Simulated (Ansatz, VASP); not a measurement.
Si in VASP and in Ansatz

```
Si
1.0
    -2.25100    2.36850    1.31325
     2.25100   -2.36850    1.31325
     2.25100    2.36850   -1.31325
Si
2
Direct
  0.80700 0.55700 0.25000
  0.19300 0.44300 0.75000
```

Change from the starting cell: zz strain of +3 %, crystal datasets.

Alike in both runs: task electric field gradients; functional PBE; k mesh 16 × 16 × 16; occupations fermi-dirac, width 0.05 eV; no spin polarisation.

|  | VASP | Ansatz |
| --- | --- | --- |
| version | VASP 6.6.1 | Ansatz 0.2.0 |
| potentials or method | VASP PAW PBE potentials, release 64 (Si), cutoff 520 eV | all-electron PAW with datasets made for the crystal, scalar-relativistic |

```tsv
	VASP	Ansatz	Ansatz less VASP
pressure (GPa)	11.3	11.3	+0.07
traceless stress, the component that is largest in VASP (GPa)	4.14	4.15	+0.010
rms of the force components (eV/Å)	0.022	0.020	-0.0019
size of Vzz on the site where it differs most (V/Å²)	29.3	28.7	-0.51
```

Atom by atom the forces differ by 0.002 eV/Å (rms over components). Ansatz ran all-electron here, and VASP with PAW potentials.
